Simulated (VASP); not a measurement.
# CdTe (zincblende type) (F-43m) in VASP: notebook

Runs on CdTe (zincblende type). Level: PBEsol. Tasks: single point.

Everything below comes from runs of VASP 6.6.1. Logs are shortened: lines on timing, memory, paths and dates and some standing lists are left out, and cuts for length are marked.

### 1 The cell of the first run

The structure is cubic, space group F-43m (No. 216). The conventional cell has a = 5.318 Å, b = 5.318 Å, c = 5.318 Å, α = 90.00°, β = 90.00°, γ = 90.00°. Within 3.0 Å of Cd (site symmetry -43m) lie 4 Te at 2.30 Å. Within 3.0 Å of Te (site symmetry -43m) lie 4 Cd at 2.30 Å.

### 2 Single point, PBEsol (volume scaled by 0.55, partial waves polarizable)

Input file INCAR:

```
SYSTEM = CdTe
  ALGO = Normal
  EDIFF = 1E-6
  ENCUT = 520
  GGA = PS
  ISIF = 2
  ISMEAR = -1
  LASPH = .TRUE.
  LCHARG = .FALSE.
  LREAL = .FALSE.
  LWAVE = .FALSE.
  NBANDS = 16
  NELM = 100
  PREC = Accurate
  SIGMA = 0.05
```

Input file KPOINTS:

```
k-points
0
G
  12 12 12
  0 0 0
```

Input file POSCAR:

```
CdTe
1.0
    0.0000000000      2.6587655290      2.6587655290
    2.6587655290      0.0000000000      2.6587655290
    2.6587655290      2.6587655290      0.0000000000
Cd Te
1 1
Direct
    0.0000000000      0.0000000000      0.0000000000
    0.2500000000      0.2500000000      0.2500000000
```

Potentials or basis: VASP PAW PBE potentials, release 64 (Cd, Te).

The run is started by

```sh
cat potpaw_PBE.64/Cd/POTCAR potpaw_PBE.64/Te/POTCAR > POTCAR
mpirun -np 1 vasp_std > vasp.out
```

OUTCAR:

```text
SYSTEM = CdTe
   EDIFF = 1E-6
   ENCUT = 520
   GGA = PS
   ISIF = 2
   ISMEAR = -1
   LASPH = .TRUE.
   LREAL = .FALSE.
   NELM = 100
   PREC = Accurate

 ion  position               nearest neighbor table
   1  0.000  0.000  0.000-   2 2.30   2 2.30   2 2.30   2 2.30
   2  0.250  0.250  0.250-   1 2.30   1 2.30   1 2.30   1 2.30

  LATTYP: Found a face centered cubic cell.
 ALAT       =     5.3175310580

  Lattice vectors:

 A1 = (   0.0000000000,   2.6587655290,   2.6587655290)
 A2 = (   2.6587655290,   0.0000000000,   2.6587655290)
 A3 = (   2.6587655290,   2.6587655290,   0.0000000000)

Analysis of symmetry for initial positions (statically):
=====================================================================
 Subroutine PRICEL returns:
 Original cell was already a primitive cell.

 Routine SETGRP: Setting up the symmetry group for a
 face centered cubic supercell.

 Subroutine GETGRP returns: Found 24 space group operations
 (whereof 24 operations were pure point group operations)
 out of a pool of 48 trial point group operations.

The static configuration has the point symmetry T_d .

Analysis of symmetry for dynamics (positions and initial velocities):
=====================================================================
 Subroutine PRICEL returns:
 Original cell was already a primitive cell.

 Routine SETGRP: Setting up the symmetry group for a
 face centered cubic supercell.

 Subroutine GETGRP returns: Found 24 space group operations
 (whereof 24 operations were pure point group operations)
 out of a pool of 48 trial point group operations.

The dynamic configuration has the point symmetry T_d .

 Subroutine INISYM returns: Found 24 space group operations
 (whereof 24 operations are pure point group operations),
 and found     1 'primitive' translations

----------------------------------------------------------------------------------------

                                     Primitive cell

  volume of cell :      37.5898

  direct lattice vectors                    reciprocal lattice vectors
     0.000000000  2.658765529  2.658765529    -0.188057200  0.188057200  0.188057200
     2.658765529  0.000000000  2.658765529     0.188057200 -0.188057200  0.188057200
     2.658765529  2.658765529  0.000000000     0.188057200  0.188057200 -0.188057200

  length of vectors
     3.760062270  3.760062270  3.760062270     0.325724625  0.325724625  0.325724625

  position of ions in fractional coordinates (direct lattice)
     0.000000000  0.000000000  0.000000000
     0.250000000  0.250000000  0.250000000

  ion indices of the primitive-cell ions
   primitive index   ion index
                 1           1
                 2           2

----------------------------------------------------------------------------------------

 KPOINTS: k-points

Automatic generation of k-mesh.
 Grid dimensions read from file:
 generate k-points for:   12   12   12

 Generating k-lattice:

  Cartesian coordinates                     Fractional coordinates (reciprocal lattice)
    -0.015671433  0.015671433  0.015671433     0.083333333  0.000000000  0.000000000
     0.015671433 -0.015671433  0.015671433     0.000000000  0.083333333  0.000000000
     0.015671433  0.015671433 -0.015671433     0.000000000  0.000000000  0.083333333

  Length of vectors
     0.027143719  0.027143719  0.027143719

  Shift w.r.t. Gamma in fractional coordinates (k-lattice)
     0.000000000  0.000000000  0.000000000

 Subroutine IBZKPT returns following result:
 ===========================================

 Found     72 irreducible k-points:

 Following reciprocal coordinates:
            Coordinates               Weight
  0.000000  0.000000  0.000000      1.000000
  0.083333  0.000000  0.000000      8.000000
  0.166667  0.000000  0.000000      8.000000
  0.250000  0.000000  0.000000      8.000000
  0.333333  0.000000  0.000000      8.000000
  0.416667  0.000000  0.000000      8.000000
[... 16 lines left out ...]
  0.500000  0.166667  0.000000     24.000000
 -0.416667  0.166667  0.000000     24.000000
 [... further k-points ...]
   k-points           NKPTS =     72   k-points in BZ     NKDIM =     72   number of bands    NBANDS=     16
   number of dos      NEDOS =    301   number of ions     NIONS =      2
   total plane-waves  NPLWV =  21952
   dimension x,y,z NGX =    28 NGY =   28 NGZ =   28
   dimension x,y,z NGXF=    56 NGYF=   56 NGZF=   56
   ions per type =               1   1
   NGX,Y,Z   is equivalent  to a cutoff of  12.38, 12.38, 12.38 a.u.
   NGXF,Y,Z  is equivalent  to a cutoff of  24.76, 24.76, 24.76 a.u.
 SYSTEM =  CdTe
   PREC   = accura    normal or accurate (medium, high low for compatibility)
   ISTART =      0    job   : 0-new  1-cont  2-samecut
   ICHARG =      2    charge: 1-file 2-atom 10-const
   ISPIN  =      1    spin polarized calculation?
   LNONCOLLINEAR =      F non collinear calculations
   LSORBIT =      F    spin-orbit coupling
   LASPH  =      T    aspherical Exc in radial PAW
   ENCUT  =  520.0 eV  38.22 Ry    6.18 a.u.   6.99  6.99  6.99*2*pi/ulx,y,z
   NELM   =    100;   NELMIN=  2; NELMDL= -5     # of ELM steps
   EDIFF  = 0.1E-05   stopping-criterion for ELM
   LREAL  =      F    real-space projection
   EDIFFG = 0.1E-04   stopping-criterion for IOM
   NSW    =      0    number of steps for IOM
   IBRION =     -1    ionic relax: 0-MD 1-quasi-New 2-CG
   NFREE  =      0    steps in history (QN), initial steepest desc. (CG)
   ISIF   =      2    stress and relaxation
   ISYM   =      2    0-nonsym 1-usesym 2-fastsym
   POTIM  = 0.5000    time-step for ionic-motion
   TEBEG  =    0.0;   TEEND  =   0.0 temperature during run
   PSTRESS=    0.0 pullay stress
   NELECT =      18.0000    total number of electrons
   NUPDOWN=      -1.0000    fix difference up-down
   EMIN   =  10.00;   EMAX   =-10.00  energy-range for DOS
   EFERMI =   0.00;   METHOD = LEGACY
   ISMEAR =    -1;   SIGMA  =   0.05  broadening in eV -4-tet -1-fermi 0-gaus
   EFERMI_NEDOS =   21; number of points for ismear=-14 and -15
   IALGO  =     38    algorithm
   IMIX   =      4    mixing-type and parameters
     AMIX     =   0.40;   BMIX     =  1.00
     AMIX_MAG =   1.60;   BMIX_MAG =  1.00
  volume/ion in A,a.u.               =      18.79       126.83
  Fermi-wavevector in a.u.,A,eV,Ry     =   1.280783  2.420329 22.319074  1.640406
  Thomas-Fermi vector in A             =   2.413191
   LORBIT       =      0    0 simple, 1 ext, 2 COOP (PROOUT), +10 PAW based schemes
   GGA     = PS    functional components
   LHFCALC =     F    Hartree Fock is set to
   AEXX    =    0.0000 exact exchange contribution
   IVDW    =     0    specifies the selected vdW correction
   LEPSILON=     F    determine dielectric tensor
   LRPA    =     F    only Hartree local field effects (RPA)
 non-spin polarized calculation
  energy-cutoff  :      520.00
  volume of cell :       37.59
 maximum number of plane-waves:      1036
   NGX = 13   NGY = 13   NGZ = 13

 number of electron      18.0000000 magnetization

 Free energy of the ion-electron system (eV)
  ---------------------------------------------------
  ext. energy  EPLUGINS =         0.00000000
  ---------------------------------------------------
  free energy    TOTEN  =         0.19735467 eV

  energy without entropy =        0.19737506  energy(sigma->0) =        0.19736487

 E-fermi :  10.5051     XC(G=0): -11.6747

 val. band max:       10.2652627793   @ k =   0.0000   0.0000   0.0000
 cond. band min:      10.7749462709   @ k =   0.5000   0.5000   0.0000
 fundamental gap:      0.5096834915
 Fermi energy:        10.5050581243

 k-point     1 :       0.0000    0.0000    0.0000
  band No.  band energies     occupation
      1      -6.6381      2.00000
      2      -2.4811      2.00000
      3      -2.4811      2.00000
      4      -2.4811      2.00000
      5      -1.5157      2.00000
      6      -1.5157      2.00000
[... 8 lines left out ...]
     15      19.2706      0.00000
     16      19.2706      0.00000

 k-point     2 :       0.0833    0.0000    0.0000
  band No.  band energies     occupation
      1      -6.5604      2.00000
      2      -2.4668      2.00000
      3      -2.4611      2.00000
      4      -2.4611      2.00000
      5      -1.5209      2.00000
      6      -1.5209      2.00000
[... 8 lines left out ...]
     15      18.6641      0.00000
     16      18.6641      0.00000

 k-point     3 :       0.1667    0.0000    0.0000
  band No.  band energies     occupation
      1      -6.3439      2.00000
      2      -2.4088      2.00000
      3      -2.4088      2.00000
      4      -2.4005      2.00000
      5      -1.5312      2.00000
      6      -1.5312      2.00000
[... 8 lines left out ...]
     15      18.1343      0.00000
     16      18.1343      0.00000

 k-point     4 :       0.2500    0.0000    0.0000
  band No.  band energies     occupation
      1      -6.0422      2.00000
      2      -2.3447      2.00000
      3      -2.3447      2.00000
      4      -2.2131      2.00000
      5      -1.5340      2.00000
      6      -1.5340      2.00000
[... 8 lines left out ...]
     15      18.3031      0.00000
     16      18.3031      0.00000

 k-point     5 :       0.3333    0.0000    0.0000
  band No.  band energies     occupation
      1      -5.7434      2.00000
      2      -2.2926      2.00000
      3      -2.2926      2.00000
      4      -1.8048      2.00000
      5      -1.5200      2.00000
      6      -1.5200      2.00000
[... 8 lines left out ...]
     15      19.1909      0.00000
     16      19.1909      0.00000

 k-point     6 :       0.4167    0.0000    0.0000
  band No.  band energies     occupation
      1      -5.5363      2.00000
      2      -2.2640      2.00000
      3      -2.2640      2.00000
      4      -1.4969      2.00000
      5      -1.4969      2.00000
      6      -1.1051      2.00000
[... 8 lines left out ...]
     15      20.4162      0.00000
     16      20.7007      0.00000

 k-point     7 :       0.5000    0.0000    0.0000
  band No.  band energies     occupation
      1      -5.4649      2.00000
      2      -2.2558      2.00000
      3      -2.2558      2.00000
      4      -1.4854      2.00000
      5      -1.4854      2.00000
      6      -0.4204      2.00000
[... 8 lines left out ...]
     15      21.2385      0.00000
     16      21.6246      0.00000

 k-point     8 :       0.0833    0.0833    0.0000
  band No.  band energies     occupation
      1      -6.5344      2.00000
      2      -2.4820      2.00000
      3      -2.4445      2.00000
      4      -2.4445      2.00000
      5      -1.5352      2.00000
      6      -1.5099      2.00000
[... 8 lines left out ...]
     15      18.6501      0.00000
     16      19.5729      0.00000

 k-point     9 :       0.1667    0.0833    0.0000
  band No.  band energies     occupation
      1      -6.3639      2.00000
      2      -2.4572      2.00000
      3      -2.3929      2.00000
      4      -2.3894      2.00000
      5      -1.5536      2.00000
      6      -1.5078      2.00000
[... 8 lines left out ...]
     15      18.9581      0.00000
     16      19.1964      0.00000
[... 172 lines left out ...]
 k-point    19 :       0.1667    0.1667    0.0000
  band No.  band energies     occupation
      1      -6.2456      2.00000
      2      -2.4685      2.00000
      3      -2.3386      2.00000
      4      -2.3386      2.00000
      5      -1.5743      2.00000
      6      -1.4940      2.00000
[... 8 lines left out ...]
     15      20.4063      0.00000
     16      20.4695      0.00000

 k-point    20 :       0.2500    0.1667    0.0000
  band No.  band energies     occupation
      1      -6.0180      2.00000
      2      -2.4200      2.00000
      3      -2.2642      2.00000
      4      -2.2482      2.00000
      5      -1.5728      2.00000
      6      -1.4858      2.00000
[... 8 lines left out ...]
     15      20.1268      0.00000
     16      20.2505      0.00000

 k-point    21 :       0.3333    0.1667    0.0000
  band No.  band energies     occupation
      1      -5.7451      2.00000
      2      -2.3315      2.00000
      3      -2.1962      2.00000
      4      -2.0794      2.00000
      5      -1.4940      2.00000
      6      -1.4774      2.00000
[... 8 lines left out ...]
     15      20.4096      0.00000
     16      20.5362      0.00000

 k-point    22 :       0.4167    0.1667    0.0000
  band No.  band energies     occupation
      1      -5.5105      2.00000
      2      -2.2750      2.00000
      3      -2.1546      2.00000
      4      -1.8379      2.00000
      5      -1.4714      2.00000
      6      -1.1876      2.00000
[... 8 lines left out ...]
     15      21.4711      0.00000
     16      21.6872      0.00000

 k-point    23 :       0.5000    0.1667    0.0000
  band No.  band energies     occupation
      1      -5.3753      2.00000
      2      -2.2536      2.00000
      3      -2.1428      2.00000
      4      -1.6772      2.00000
      5      -1.4819      2.00000
      6      -0.5255      2.00000
[... 8 lines left out ...]
     15      21.5253      0.00000
     16      21.9113      0.00000

 k-point    24 :      -0.4167    0.1667    0.0000
  band No.  band energies     occupation
      1      -5.3592      2.00000
      2      -2.2451      2.00000
      3      -2.1550      2.00000
      4      -1.6094      2.00000
      5      -1.5162      2.00000
      6      -0.3172      2.00000
[... 8 lines left out ...]
     15      20.1290      0.00000
     16      20.7478      0.00000

 [... further k-points ...]
[... 5 lines left out ...]
  --------------------------------------------------------------------------------------
  -------------------------------------------------------------------------------------
  Total       24.5177844     24.5177844     24.5177844      0.0000000      0.0000000      0.0000000
  in kB     1045.0129922   1045.0129922   1045.0129922      0.0000000      0.0000000      0.0000000
  external PRESSURE =    1045.0129922 kB  Pullay stress =       0.0000000 kB

 VOLUME and BASIS-vectors are now :
 -----------------------------------------------------------------------------
  energy-cutoff  :      520.00
  volume of cell :       37.59
      direct lattice vectors                 reciprocal lattice vectors
     0.000000000  2.658765529  2.658765529    -0.188057200  0.188057200  0.188057200
     2.658765529  0.000000000  2.658765529     0.188057200 -0.188057200  0.188057200
     2.658765529  2.658765529  0.000000000     0.188057200  0.188057200 -0.188057200

 POSITION                                       TOTAL-FORCE (eV/Angst)
 -----------------------------------------------------------------------------------
      0.00000      0.00000      0.00000         0.000000      0.000000      0.000000
      1.32938      1.32938      1.32938        -0.000000     -0.000000     -0.000000
 -----------------------------------------------------------------------------------
    total drift:                               -0.000000     -0.000000      0.000000

  FREE ENERGIE OF THE ION-ELECTRON SYSTEM (eV)
  ---------------------------------------------------
  free  energy   TOTEN  =         0.1973546710 eV

  energy  without entropy=        0.1973750596  energy(sigma->0) =        0.19736487
```

Wall time 33 s (1 thread of Intel Xeon Platinum 8259CL at 2.50GHz (Skylake/Cascade Lake), shared host); peak memory 0.19 GiB.

Results:

```
Free energy            : 0.1974 eV
Pressure               : 104.5 GPa
Band gap on the k mesh : 0.51 eV, indirect (least direct gap 2.22 eV)
```

Levels at points of the mesh, in eV from the valence-band top:
| k point | band 6 | band 7 | band 8 | band 9 | band 10 | band 11 | band 12 | band 13 |
| --- | --- | --- | --- | --- | --- | --- | --- | --- |
| (0.00, 0.00, 0.00) | -11.78 | 0.00 | 0.00 | 0.00 | 2.22 | 3.34 | 3.34 | 3.34 |
| (0.50, 0.00, 0.00) | -10.69 | -9.65 | -2.27 | -2.27 | 1.91 | 4.14 | 4.14 | 5.63 |
| (0.50, 0.50, 0.00) | -10.29 | -8.34 | -5.15 | -5.15 | 0.51 | 1.15 | 11.19 | 11.88 |

Caveat: the PAW data sets were made with another functional, which shifts forces and pressure a little; spin-orbit coupling is left out, which moves the levels of the heavy elements. A k mesh can miss the band edges.

(Continued in part 2 of 2.)
